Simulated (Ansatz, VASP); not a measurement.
**One calculation of TiAl, two programs**

The input INCAR:

```
PREC = Accurate
ENCUT = 520
EDIFF = 1E-7
ISMEAR = 0
SIGMA = 0.1
LREAL = F
LASPH = T
NELM = 60
ALGO = Normal
ISIF = 2
LWAVE = F
LCHARG = T
GGA = PE
LELF = T
LVHAR = T
NBANDS = 14
```

Contents of KPOINTS:

```
regular mesh
0
Gamma
  12 12 12
```

File POSCAR:

```
TiAl
1.0
    3.2304376742      0.1271625600     -0.1271625600
    0.1271625600      3.2304376742      0.1271625600
   -0.1271625600      0.1271625600      3.2304376742
Ti Al
1 1
Direct
    0.0272415215     -0.0272415215      0.0272415215
    0.4727584785      0.5272415215      0.4727584785
```

Input for Ansatz:

```yaml
crystal:
  lattice:
    - [3.2304376742, 0.12716256, -0.12716256]
    - [0.12716256, 3.2304376742, 0.12716256]
    - [-0.12716256, 0.12716256, 3.2304376742]
  atoms:
    - { symbol: Ti, position: [0.0272415215, -0.0272415215, 0.0272415215] }
    - { symbol: Al, position: [0.4727584785, 0.5272415215, 0.4727584785] }
basis:
  ecutwfc: 420
kpoints:
  mp_grid: { grid: [12, 12, 12] }
hamiltonian:
  xc: pbe
scf:
  occupations: { method: gaussian, width: 0.1 }
output:
  forces: true
  stress: true
  eigenvalues: true
```

Alike in both runs: task single point; functional PBE; k mesh 12 × 12 × 12; occupations gaussian, width 0.1 eV; no spin polarisation.

```csv
,VASP,Ansatz
version,VASP 6.6.1,Ansatz 0.2.0
potentials or method,"VASP PAW PBE potentials, release 64 (Ti_sv, Al), cutoff 520 eV","scalar-relativistic, plane waves, PAW"
valence electrons in the cell,15,15
```

```csv
,VASP,Ansatz,Ansatz less VASP
gap on the k mesh at the Fermi level (eV),none,none,-
pressure (GPa),2.7,2.8,+0.03
"traceless stress, the component that is largest in VASP (GPa)",-12.27,-12.27,-0.009
rms of the force components (eV/Å),1.889,1.887,-0.0020
```

Atom by atom the forces differ by 0.002 eV/Å (rms over components). A gap of «none» marks a metal or a gap that the smearing closes.
